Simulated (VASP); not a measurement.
A run of VASP 6.6.1 is set up as follows.

INCAR

```
SYSTEM = BN
PREC = Accurate
ENCUT = 520
EDIFF = 1E-6
ISMEAR = 0
SIGMA = 0.02
LREAL = .False.
LASPH = .True.
NELM = 100
ALGO = Normal
ISIF = 2
LWAVE = .False.
LCHARG = .True.
GGA = PE
LELF = .True.
LVHAR = .True.
NBANDS = 11
```

The input KPOINTS:

```
Automatic mesh
0
Gamma
  12 12 12
  0 0 0
```

POSCAR

```
BN
1.0
    0.0000000000      1.7562389448      1.7562389448
    1.7562389448      0.0000000000      1.7562389448
    1.7562389448      1.7562389448      0.0000000000
B N
1 1
Direct
    0.0000000000      0.0000000000      0.0000000000
    0.2500000000      0.2500000000      0.2500000000
```

Potentials or basis: VASP PAW PBE potentials, release 64 (B, N).

The run is started by

```sh
$ cat potpaw_PBE.64/B/POTCAR potpaw_PBE.64/N/POTCAR > POTCAR
$ mpirun -np 1 vasp_std > vasp.out
```

(1) What does it give for the pressure?

(2) Predict the band gap on the k mesh.

Answers

(1) 42.2 GPa.

(2) 4.55 eV, indirect (least direct gap 9.23 eV).
